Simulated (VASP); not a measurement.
# ScAl3 in VASP: further runs

ScAl3 is run at these levels: PBE; tasks: single point.

All numbers are computed with VASP 6.6.1; they aren't measurements. Logs are shortened: lines on timing, memory, paths and dates and some standing lists are left out, and cuts for length are marked.

### Step 1. The cell of the first run

The typed cell holds 4 atoms: a = 5.220 Å, b = 5.220 Å, c = 5.220 Å, α = 134.46°, β = 134.49°, γ = 66.34°.

### Step 2. Single point, PBE

The input, INCAR:

```
PREC = Accurate ; ENCUT = 520
EDIFF = 1E-7 ; ISMEAR = 0
SIGMA = 0.1 ; LREAL = False
LASPH = True ; NELM = 80
ALGO = Normal ; ISIF = 2
LWAVE = False ; LCHARG = False
GGA = PE ; NBANDS = 18
```

The input, KPOINTS:

```
regular mesh
0
Gamma
  6 6 6
```

The input, POSCAR:

```
ScAl3
1.0
   -2.0202778040      2.0191571115      4.3695714169
    2.0202778040     -2.0191571115      4.3695714169
    2.0202778040      2.0191571115     -4.3695714169
Sc Al
1 3
Direct
    0.0000000000      0.0000000000      0.0000000000
    0.5000000000      0.5000000000      0.0000000000
    0.7500067482      0.2500067482      0.5000000000
    0.2499932518      0.7499932518      0.5000000000
```

Potentials or basis: VASP PAW PBE potentials, release 64 (Sc_sv, Al).

On the command line:

```
cat potpaw_PBE.64/Sc_sv/POTCAR potpaw_PBE.64/Al/POTCAR > POTCAR
mpirun -np 1 vasp_std > vasp.out
```

OUTCAR:

```text
PREC = Accurate
   ENCUT = 520
   EDIFF = 1E-7
   ISMEAR = 0
   LREAL = False
   LASPH = True
   NELM = 80
   ISIF = 2
   GGA = PE

 ion  position               nearest neighbor table
   1  0.000  0.000  0.000-   2 2.86   2 2.86   2 2.86   2 2.86   3 2.97   4 2.97   4 2.97   3 2.97
                             3 2.98   3 2.98   4 2.98   4 2.98
   2  0.500  0.500  0.000-   1 2.86   1 2.86   1 2.86   1 2.86   4 2.97   3 2.97   3 2.97   4 2.97
                             4 2.98   3 2.98   3 2.98   4 2.98
   3  0.750  0.250  0.500-   4 2.86   4 2.86   4 2.86   4 2.86   2 2.97   2 2.97   1 2.97   1 2.97
                             1 2.98   1 2.98   2 2.98   2 2.98
   4  0.250  0.750  0.500-   3 2.86   3 2.86   3 2.86   3 2.86   2 2.97   2 2.97   1 2.97   1 2.97
                             1 2.98   1 2.98   2 2.98   2 2.98

  LATTYP: Found a body centered orthorhombic cell.
 ALAT       =     4.0383142230
 B/A-ratio  =     1.0005550299
 C/A-ratio  =     2.1640571662

  Lattice vectors:

 A1 = (   2.0202778040,  -2.0191571115,  -4.3695714169)
 A2 = (  -2.0202778040,   2.0191571115,  -4.3695714169)
 A3 = (   2.0202778040,   2.0191571115,   4.3695714169)

Analysis of symmetry for initial positions (statically):
=====================================================================
 Subroutine PRICEL returns:
 Original cell was already a primitive cell.

 Routine SETGRP: Setting up the symmetry group for a
 body centered orthorhombic supercell.

 Subroutine GETGRP returns: Found  8 space group operations
 (whereof  8 operations were pure point group operations)
 out of a pool of  8 trial point group operations.

The static configuration has the point symmetry D_2h.

Analysis of symmetry for dynamics (positions and initial velocities):
=====================================================================
 Subroutine PRICEL returns:
 Original cell was already a primitive cell.

 Routine SETGRP: Setting up the symmetry group for a
 body centered orthorhombic supercell.

 Subroutine GETGRP returns: Found  8 space group operations
 (whereof  8 operations were pure point group operations)
 out of a pool of  8 trial point group operations.

The dynamic configuration has the point symmetry D_2h.

 Subroutine INISYM returns: Found  8 space group operations
 (whereof  8 operations are pure point group operations),
 and found     1 'primitive' translations

----------------------------------------------------------------------------------------

                                     Primitive cell

  volume of cell :      71.2984

  direct lattice vectors                    reciprocal lattice vectors
    -2.020277804  2.019157112  4.369571417     0.000000000  0.247628081  0.114427698
     2.020277804 -2.019157112  4.369571417     0.247490716  0.000000000  0.114427698
     2.020277804  2.019157112 -4.369571417     0.247490716  0.247628081  0.000000000

  length of vectors
     5.220313421  5.220313421  5.220313421     0.272788131  0.272663442  0.350101872

  position of ions in fractional coordinates (direct lattice)
     0.000000000  0.000000000  0.000000000
     0.500000000  0.500000000  0.000000000
     0.750006748  0.250006748  0.500000000
     0.249993252  0.749993252  0.500000000

  ion indices of the primitive-cell ions
   primitive index   ion index
                 1           1
                 2           2
                 3           3
                 4           4

----------------------------------------------------------------------------------------

 KPOINTS: regular mesh

Automatic generation of k-mesh.
 Grid dimensions read from file:
 generate k-points for:    6    6    6

 Generating k-lattice:

  Cartesian coordinates                     Fractional coordinates (reciprocal lattice)
     0.000000000  0.041271347  0.019071283     0.166666667  0.000000000  0.000000000
     0.041248453  0.000000000  0.019071283     0.000000000  0.166666667  0.000000000
     0.041248453  0.041271347  0.000000000     0.000000000  0.000000000  0.166666667

  Length of vectors
     0.045464689  0.045443907  0.058350312

  Shift w.r.t. Gamma in fractional coordinates (k-lattice)
     0.000000000  0.000000000  0.000000000

 Subroutine IBZKPT returns following result:
 ===========================================

 Found     46 irreducible k-points:

 Following reciprocal coordinates:
            Coordinates               Weight
  0.000000  0.000000  0.000000      1.000000
  0.166667  0.000000  0.000000      4.000000
  0.333333 -0.000000  0.000000      4.000000
  0.500000  0.000000  0.000000      2.000000
 -0.000000  0.166667  0.000000      4.000000
  0.166667  0.166667  0.000000      8.000000
[... 16 lines left out ...]
 -0.166667  0.166667  0.166667      2.000000
  0.166667  0.333333  0.166667      4.000000
 [... further k-points ...]
   k-points           NKPTS =     46   k-points in BZ     NKDIM =     46   number of bands    NBANDS=     18
   number of dos      NEDOS =    301   number of ions     NIONS =      4
   total plane-waves  NPLWV =  64000
   dimension x,y,z NGX =    40 NGY =   40 NGZ =   40
   dimension x,y,z NGXF=    80 NGYF=   80 NGZF=   80
   ions per type =               1   3
   NGX,Y,Z   is equivalent  to a cutoff of  12.74, 12.74, 12.74 a.u.
   NGXF,Y,Z  is equivalent  to a cutoff of  25.48, 25.48, 25.48 a.u.
 SYSTEM =  unknown system
   PREC   = accura    normal or accurate (medium, high low for compatibility)
   ISTART =      0    job   : 0-new  1-cont  2-samecut
   ICHARG =      2    charge: 1-file 2-atom 10-const
   ISPIN  =      1    spin polarized calculation?
   LNONCOLLINEAR =      F non collinear calculations
   LSORBIT =      F    spin-orbit coupling
   LASPH  =      T    aspherical Exc in radial PAW
   ENCUT  =  520.0 eV  38.22 Ry    6.18 a.u.   9.71  9.71  9.71*2*pi/ulx,y,z
   NELM   =     80;   NELMIN=  2; NELMDL= -5     # of ELM steps
   EDIFF  = 0.1E-06   stopping-criterion for ELM
   LREAL  =      F    real-space projection
   EDIFFG = 0.1E-05   stopping-criterion for IOM
   NSW    =      0    number of steps for IOM
   IBRION =     -1    ionic relax: 0-MD 1-quasi-New 2-CG
   NFREE  =      0    steps in history (QN), initial steepest desc. (CG)
   ISIF   =      2    stress and relaxation
   ISYM   =      2    0-nonsym 1-usesym 2-fastsym
   POTIM  = 0.5000    time-step for ionic-motion
   TEBEG  =    0.0;   TEEND  =   0.0 temperature during run
   PSTRESS=    0.0 pullay stress
   NELECT =      20.0000    total number of electrons
   NUPDOWN=      -1.0000    fix difference up-down
   EMIN   =  10.00;   EMAX   =-10.00  energy-range for DOS
   EFERMI =   0.00;   METHOD = LEGACY
   ISMEAR =     0;   SIGMA  =   0.10  broadening in eV -4-tet -1-fermi 0-gaus
   EFERMI_NEDOS =   21; number of points for ismear=-14 and -15
   IALGO  =     38    algorithm
   IMIX   =      4    mixing-type and parameters
     AMIX     =   0.40;   BMIX     =  1.00
     AMIX_MAG =   1.60;   BMIX_MAG =  1.00
  volume/ion in A,a.u.               =      17.82       120.29
  Fermi-wavevector in a.u.,A,eV,Ry     =   1.071663  2.025149 15.625762  1.148461
  Thomas-Fermi vector in A             =   2.207410
   LORBIT       =      0    0 simple, 1 ext, 2 COOP (PROOUT), +10 PAW based schemes
   GGA     = PE    functional components
   LHFCALC =     F    Hartree Fock is set to
   AEXX    =    0.0000 exact exchange contribution
   IVDW    =     0    specifies the selected vdW correction
   LEPSILON=     F    determine dielectric tensor
   LRPA    =     F    only Hartree local field effects (RPA)
 non-spin polarized calculation
 Gauss-broadening in eV      SIGMA  =   0.10
  energy-cutoff  :      520.00
  volume of cell :       71.30
 maximum number of plane-waves:      1938
   NGX = 19   NGY = 19   NGZ = 19

 number of electron      19.9999999 magnetization

 Free energy of the ion-electron system (eV)
  ---------------------------------------------------
  ext. energy  EPLUGINS =         0.00000000
  ---------------------------------------------------
  free energy    TOTEN  =       -18.96164693 eV

  energy without entropy =      -18.95460442  energy(sigma->0) =      -18.95812568

 E-fermi :   6.5091     XC(G=0): -10.2564

 val. band max:        6.5064658086   @ k =  -0.1667   0.3333   0.1667
 cond. band min:       6.5493658460   @ k =   0.3333   0.3333   0.0000
 fundamental gap:      0.0429000374
 Fermi energy:         6.5091206668

 k-point     1 :       0.0000    0.0000    0.0000
  band No.  band energies     occupation
      1     -42.3646      2.00000
      2     -21.0649      2.00000
      3     -21.0380      2.00000
      4     -21.0377      2.00000
      5      -2.8988      2.00000
      6       4.0975      2.00000
[... 10 lines left out ...]
     17      11.0289      0.00000
     18      11.1666      0.00000

 k-point     2 :       0.1667    0.0000    0.0000
  band No.  band energies     occupation
      1     -42.3642      2.00000
      2     -21.0648      2.00000
      3     -21.0461      2.00000
      4     -21.0374      2.00000
      5      -2.5822      2.00000
      6       3.2300      2.00000
[... 10 lines left out ...]
     17      11.1650      0.00000
     18      11.5845      0.00000

 k-point     3 :       0.3333   -0.0000    0.0000
  band No.  band energies     occupation
      1     -42.3634      2.00000
      2     -21.0649      2.00000
      3     -21.0622      2.00000
      4     -21.0363      2.00000
      5      -1.6621      2.00000
      6       1.6211      2.00000
[... 10 lines left out ...]
     17      11.5449      0.00000
     18      12.0039      0.00000

 k-point     4 :       0.5000    0.0000    0.0000
  band No.  band energies     occupation
      1     -42.3631      2.00000
      2     -21.0713      2.00000
      3     -21.0639      2.00000
      4     -21.0357      2.00000
      5      -0.3921      2.00000
      6      -0.0080      2.00000
[... 375 lines left out ...]
      4     -21.0588      2.00000
      5       0.3917      2.00000
      6       0.9786      2.00000
[... 10 lines left out ...]
     17      11.3370      0.00000
     18      12.7856      0.00000

 k-point    23 :      -0.1667    0.1667    0.1667
  band No.  band energies     occupation
      1     -42.3635      2.00000
      2     -21.0637      2.00000
      3     -21.0629      2.00000
      4     -21.0358      2.00000
      5      -1.8698      2.00000
      6       2.1142      2.00000
[... 10 lines left out ...]
     17      10.8283      0.00000
     18      11.1446      0.00000

 k-point    24 :       0.1667    0.3333    0.1667
  band No.  band energies     occupation
      1     -42.3621      2.00000
      2     -21.0677      2.00000
      3     -21.0615      2.00000
      4     -21.0586      2.00000
      5       0.3901      2.00000
      6       0.9779      2.00000
[... 10 lines left out ...]
     17      11.3372      0.00000
     18      12.7879      0.00000

 [... further k-points ...]

------------------------ aborting loop because EDIFF is reached ----------------------------------------

  FORCE on cell =-STRESS in cart. coord.  units (eV):
  Direction    XX          YY          ZZ          XY          YZ          ZX
  --------------------------------------------------------------------------------------
  -------------------------------------------------------------------------------------
  Total       -0.0367445     -0.0034429     -0.0288884      0.0000000      0.0000000      0.0000000
  in kB       -0.8257021     -0.0773662     -0.6491638      0.0000000      0.0000000      0.0000000
  external PRESSURE =      -0.5174107 kB  Pullay stress =       0.0000000 kB

 VOLUME and BASIS-vectors are now :
 -----------------------------------------------------------------------------
  energy-cutoff  :      520.00
  volume of cell :       71.30
      direct lattice vectors                 reciprocal lattice vectors
    -2.020277804  2.019157112  4.369571417     0.000000000  0.247628081  0.114427698
     2.020277804 -2.019157112  4.369571417     0.247490716  0.000000000  0.114427698
     2.020277804  2.019157112 -4.369571417     0.247490716  0.247628081  0.000000000

 POSITION                                       TOTAL-FORCE (eV/Angst)
 -----------------------------------------------------------------------------------
      0.00000      0.00000      0.00000        -0.000000     -0.000000      0.000000
      0.00000      0.00000      4.36957        -0.000000     -0.000000      0.000000
      0.00000      2.01916      2.18484         0.000000      0.000000      0.000794
      2.02028      0.00000      2.18473        -0.000000     -0.000000     -0.000794
 -----------------------------------------------------------------------------------
    total drift:                                0.000000      0.000000      0.000000

  FREE ENERGIE OF THE ION-ELECTRON SYSTEM (eV)
  ---------------------------------------------------
  free  energy   TOTEN  =       -18.9616469349 eV

  energy  without entropy=      -18.9546044167  energy(sigma->0) =      -18.95812568
```

Run time: 87 s. Hardware: 1 thread of Intel Xeon Platinum 8375C at 2.90GHz (Ice Lake), shared host; peak memory 0.26 GiB.

Results:

```yaml
Free_energy: -18.9616 eV
Pressure: -0.1 GPa
Band_gap_on_the_k_mesh: zero (band 10 reaches 7.34 eV, above the bottom of band 11 at 5.50 eV)
```

Caveat: the k points lie up to 0.37 Å⁻¹ apart.

### Step 3. Single point, PBE, collinear spin, ferromagnetic start

The input, INCAR:

```
SYSTEM = ScAl3
  PREC = Accurate
  ENCUT = 520
  EDIFF = 1E-7
  ISMEAR = 0
  SIGMA = 0.1
  LREAL = .FALSE.
  LASPH = .TRUE.
  NELM = 150
  ALGO = Normal
  ISIF = 2
  LWAVE = .FALSE.
  LCHARG = .FALSE.
  ISPIN = 2
  MAGMOM = 1 0 0 0
  LORBIT = 11
  LMAXMIX = 4
  GGA = PE
  NBANDS = 22
```

The input, KPOINTS:

```
regular mesh
0
G
  6 6 6
  0 0 0
```

The input, POSCAR:

```
ScAl3
1.0
   -2.0197174577      2.0197174577      4.3695714169
    2.0197174577     -2.0197174577      4.3695714169
    2.0197174577      2.0197174577     -4.3695714169
Sc Al
1 3
Direct
    0.0000000000      0.0000000000      0.0000000000
    0.5000000000      0.5000000000      0.0000000000
    0.7500000000      0.2500000000      0.5000000000
    0.2500000000      0.7500000000      0.5000000000
```

Potentials or basis: VASP PAW PBE potentials, release 64 (Sc_sv, Al).

On the command line:

```
cat potpaw_PBE.64/Sc_sv/POTCAR potpaw_PBE.64/Al/POTCAR > POTCAR
mpirun -np 1 vasp_std > vasp.out
```

It took 2.4 min on 1 thread of Intel Xeon Platinum 8375C at 2.90GHz (Ice Lake), shared host; peak memory 0.31 GiB.

The run converged. Its results:

| Property | Result |
| --- | --- |
| Free energy | -18.9617 eV |
| Pressure | 0.0 GPa |
| Band gap on the k mesh | zero (filled and empty bands overlap) |
| Net moment | 0.00 μB per cell |
| Valence electrons inside the program's atomic spheres | Sc 9.54; Al 0.79 |

Levels at points of the mesh, in eV from the Fermi level:
Spin up:
| k point | band 8 | band 9 | band 10 | band 11 | band 12 | band 13 |
| --- | --- | --- | --- | --- | --- | --- |
| (0.00, 0.00, 0.00) | -1.04 | -1.04 | -0.90 | 1.40 | 1.55 | 1.55 |
| (0.50, 0.00, 0.00) | -2.72 | -0.74 | 0.40 | 1.12 | 1.79 | 2.62 |
| (0.50, 0.50, 0.00) | -3.39 | -2.43 | -1.83 | -0.45 | 2.51 | 2.85 |
| (0.50, 0.50, 0.50) | -1.03 | -1.03 | 0.23 | 1.48 | 1.48 | 1.91 |
Spin down:
| k point | band 7 | band 8 | band 9 | band 10 | band 11 | band 12 | band 13 | band 14 |
| --- | --- | --- | --- | --- | --- | --- | --- | --- |
| (0.00, 0.00, 0.00) | -2.13 | -1.04 | -1.04 | -0.90 | 1.40 | 1.55 | 1.55 | 1.72 |
| (0.50, 0.00, 0.00) | -3.12 | -2.72 | -0.74 | 0.40 | 1.12 | 1.79 | 2.62 | 2.68 |
| (0.50, 0.50, 0.00) | -4.27 | -3.39 | -2.43 | -1.83 | -0.45 | 2.51 | 2.85 | 2.95 |
| (0.50, 0.50, 0.50) | -1.82 | -1.03 | -1.03 | 0.23 | 1.48 | 1.48 | 1.91 | 3.60 |

Caveat: the k points lie up to 0.37 Å⁻¹ apart.
